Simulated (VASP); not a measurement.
Runs of VASP 6.6.1 on C. The structure is that of space group P6_3/mmc (No. 194), or close to it. The cells are those of the table. 

```csv
cell,gap on the mesh (eV),pressure (GPa),largest force (eV/Å)
"a = 2.435, b = 2.435, c = 8.280 Å, angles 90.0, 90.0, 120.0°, 8 atoms",(c),32.7,0.19
"a = 2.585, b = 2.585, c = 8.280 Å, angles 90.0, 90.0, 120.0°, 8 atoms",(a),-22.5,0.06
"a = 2.409, b = 2.409, c = 8.280 Å, angles 90.0, 90.0, 120.0°, 8 atoms",4.79,45.3,0.29
"a = 2.460, b = 2.460, c = 8.280 Å, angles 90.0, 90.0, 120.0°, 8 atoms",5.07,21.1,0.12
"a = 2.485, b = 2.485, c = 8.280 Å, angles 90.0, 90.0, 120.0°, 8 atoms",4.93,10.7,0.06
"a = 2.560, b = 2.560, c = 8.280 Å, angles 90.0, 90.0, 120.0°, 8 atoms",(b),-15.4,0.05
"a = 2.610, b = 2.610, c = 8.280 Å, angles 90.0, 90.0, 120.0°, 8 atoms",4.10,-28.9,0.06
"a = 2.535, b = 2.535, c = 8.280 Å, angles 90.0, 90.0, 120.0°, 8 atoms",4.61,-7.6,0.03
"a = 2.598, b = 2.598, c = 8.280 Å, angles 90.0, 90.0, 120.0°, 8 atoms",(d),-25.8,0.06
```

Alike in all rows: task single point; level r2SCAN; potentials or basis VASP PAW PBE potentials, release 64 (C); no spin polarisation; k mesh 12 × 12 × 4; cutoff (eV) 520; smearing gaussian 0.05 eV.

Question: Estimate the missing entries.

Answer: (a) 4.28; (b) 4.45; (c) 5.05; (d) 4.19.

Caveats: the PAW data sets were made with another functional, which shifts forces and pressure a little; the stress differs along the axes, from 4 to 47 GPa (at least some runs); the stress differs along the axes, from -33 to -1 GPa (at least some runs); the stress differs along the axes, from 5 to 66 GPa (at least some runs); the stress differs along the axes, from 3 to 30 GPa (at least some runs); the stress differs along the axes, from 2 to 15 GPa (at least some runs); the stress differs along the axes, from -23 to -0 GPa (at least some runs).

A k mesh can miss the band edges.
